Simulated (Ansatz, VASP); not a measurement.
## GaN: VASP beside Ansatz

The input INCAR:

```
SYSTEM = GaN
PREC = Accurate
ENCUT = 600
EDIFF = 1E-6
ISMEAR = 0
SIGMA = 0.05
LREAL = .FALSE.
LASPH = .TRUE.
NELM = 120
ALGO = Normal
ISIF = 2
LWAVE = .FALSE.
LCHARG = .TRUE.
LELF = .TRUE.
LVHAR = .TRUE.
NBANDS = 16
GGA_COMPAT = .FALSE.
```

Contents of KPOINTS:

```
Automatic mesh
0
G
  6 6 6
  0 0 0
```

The input POSCAR:

```
GaN
1.0
    0.0000000000      2.2274666556      2.2274666556
    2.2274666556      0.0000000000      2.2274666556
    2.2274666556      2.2274666556      0.0000000000
Ga N
1 1
Direct
    0.0000000000      0.0000000000      0.0000000000
    0.2500000000      0.2500000000      0.2500000000
```

Input for Ansatz:

```yaml
crystal:
  lattice:
    - [0.0, 2.2274666556, 2.2274666556]
    - [2.2274666556, 0.0, 2.2274666556]
    - [2.2274666556, 2.2274666556, 0.0]
  atoms:
    - { symbol: Ga, position: [0.0, 0.0, 0.0] }
    - { symbol: "N", position: [0.25, 0.25, 0.25] }
basis:
  ecutwfc: 420
kpoints:
  mp_grid: { grid: [6, 6, 6] }
hamiltonian:
  xc: lda
scf:
  occupations: { method: gaussian, width: 0.05 }
output:
  forces: true
  stress: true
  eigenvalues: true
```

Alike in both runs: task single point; functional LDA; k mesh 6 × 6 × 6; occupations gaussian, width 0.05 eV; no spin polarisation.

|  | VASP | Ansatz |
| --- | --- | --- |
| version | VASP 6.6.1 | Ansatz 0.2.0 |
| potentials or method | VASP PAW LDA potentials, release 64 (Ga_d, N), cutoff 600 eV | scalar-relativistic, plane waves, PAW |
| valence electrons in the cell | 18 | 18 |

Ansatz gave:

```
gap on the k mesh at the Fermi level (eV) : 1.95
least direct gap on the mesh (eV)         : 1.95
pressure (GPa)                            : 0.0
```

**Question.** Which values does VASP return?

**Answer.** gap on the k mesh at the Fermi level (eV): 1.97; least direct gap on the mesh (eV): 1.97; pressure (GPa): 1.0.

LDA's correlation is that of Perdew and Zunger in VASP and of Perdew and Wang (1992) in Ansatz.
